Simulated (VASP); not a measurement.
Wanted: the native input for a VASP 6.6.1 run.

| Item | Value |
| --- | --- |
| Task | single point |
| Functional | PBE |
| Potentials or basis | VASP PAW PBE potentials, release 64 (K_sv, I) |
| Cutoff | 520 eV |
| k mesh | 6 × 6 × 6 |
| Occupations | fermi-dirac, width 0.02 eV |
| Spin | no spin polarisation |
| Dipole correction | no |
| Further INCAR settings | ALGO = Normal; EDIFF = 1e-06; NBANDS = 15 |

The structure of KI lies in POSCAR:

```
KI
1.0
    4.2909401544     -0.0658659314      0.0000000000
   -0.0658659314      4.2909401544      0.0000000000
    0.0000000000      0.0000000000      4.2909401544
K I
1 1
Direct
    0.0000000000      0.0000000000      0.0000000000
    0.5000000000      0.5000000000      0.5000000000
```

This cell differs from its parent crystal: shear xy strain -3.1%.

One way to write it, as run:

INCAR

```
SYSTEM = KI
PREC = Accurate ; ENCUT = 520
EDIFF = 1E-6 ; ISMEAR = -1
SIGMA = 0.02 ; LREAL = .FALSE.
LASPH = .TRUE. ; NELM = 60
ALGO = Normal ; ISIF = 2
LWAVE = .FALSE. ; LCHARG = .FALSE.
GGA = PE ; NBANDS = 15
```

KPOINTS

```
regular mesh
0
G
  6 6 6
  0 0 0
```

Potentials or basis: VASP PAW PBE potentials, release 64 (K_sv, I).

Command:

```bash
$ cat potpaw_PBE.64/K_sv/POTCAR potpaw_PBE.64/I/POTCAR > POTCAR
$ mpirun -np 1 vasp_std > vasp.out
```

It gave:

```json
{
 "Pressure": "0.5 GPa",
 "Band gap on the k mesh": "3.33 eV, indirect (least direct gap 3.67 eV)"
}
```

Caveat: the cell differs from its parent crystal (shear xy strain -3.1%); spin-orbit coupling is left out, which moves the levels of the heavy elements.

Wall time 28 s on 1 thread of Intel(R) Xeon(R) Platinum 8488C (Sapphire Rapids), on a shared host, peak memory 0.21 GiB.
